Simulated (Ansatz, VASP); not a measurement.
# One calculation of HfB2, two programs

Contents of INCAR:

```
PREC = Accurate
ENCUT = 600
EDIFF = 1E-7
ISMEAR = 0
SIGMA = 0.1
LREAL = F
LASPH = T
NELM = 80
ALGO = Normal
ISIF = 3
LWAVE = F
LCHARG = F
GGA = PE
IBRION = 2
NSW = 100
EDIFFG = -0.002
```

File KPOINTS:

```
Automatic mesh
0
Gamma
  15 15 12
```

File POSCAR:

```
HfB2
1.0
    3.1326790800      0.0000000000      0.0000000000
   -1.5663395400      2.7129796700      0.0000000000
    0.0000000000      0.0000000000      3.4792139900
Hf B
1 2
Direct
    0.0000000000      0.0000000000      0.0000000000
    0.3333333300      0.6666666700      0.5000000000
    0.6666666700      0.3333333300      0.5000000000
```

Input for Ansatz:

```yaml
crystal:
  lattice:
    - [3.13267908, 0.0, 0.0]
    - [-1.56633954, 2.71297967, 0.0]
    - [0.0, 0.0, 3.47921399]
  atoms:
    - { symbol: Hf, position: [0.0, 0.0, 0.0] }
    - { symbol: B, position: [0.33333333, 0.66666667, 0.5] }
    - { symbol: B, position: [0.66666667, 0.33333333, 0.5] }
basis:
  ecutwfc: 420
kpoints:
  mp_grid: { grid: [15, 15, 12] }
hamiltonian:
  xc: pbe
  pseudopotentials: { kind: paw, azcp: { folder: soft_1 } }
scf:
  occupations: { method: gaussian, width: 0.1 }
output:
  forces: true
  stress: true
  eigenvalues: true
  write_density: true
  write_potential: true
  elf: true
  volumetric_format: npy
relax:
  adjacent_minimum: "off"
  f_tol: 0.002
  max_steps: 80
  cell: { stress_tol: 0.02 }
```

Alike in both runs: task relaxation of cell and atoms; functional PBE; k mesh 15 × 15 × 12; occupations gaussian, width 0.1 eV; no spin polarisation.

```csv
,VASP,Ansatz
version,VASP 6.6.1,Ansatz 0.2.0
potentials or method,"VASP PAW PBE potentials, release 64 (Hf_pv, B), cutoff 600 eV","scalar-relativistic, plane waves, PAW"
valence electrons in the cell,16,32
```

|  | VASP | Ansatz | Ansatz less VASP |
| --- | --- | --- | --- |
| gap on the k mesh at the Fermi level, each at its own relaxed structure (eV) | none | none | - |
| relaxed volume (Å³/atom) | 9.94 | 9.96 | +0.015 |
| relaxed cell length with the largest relative difference (Å) | 3.143 | 3.145 | +0.0023 |

A gap of «none» marks a metal or a gap that the smearing closes. VASP's potentials hold 16 valence electrons a cell and Ansatz's 32, so a difference there can come from the potentials and not from the codes.

Spin-orbit coupling is off throughout.
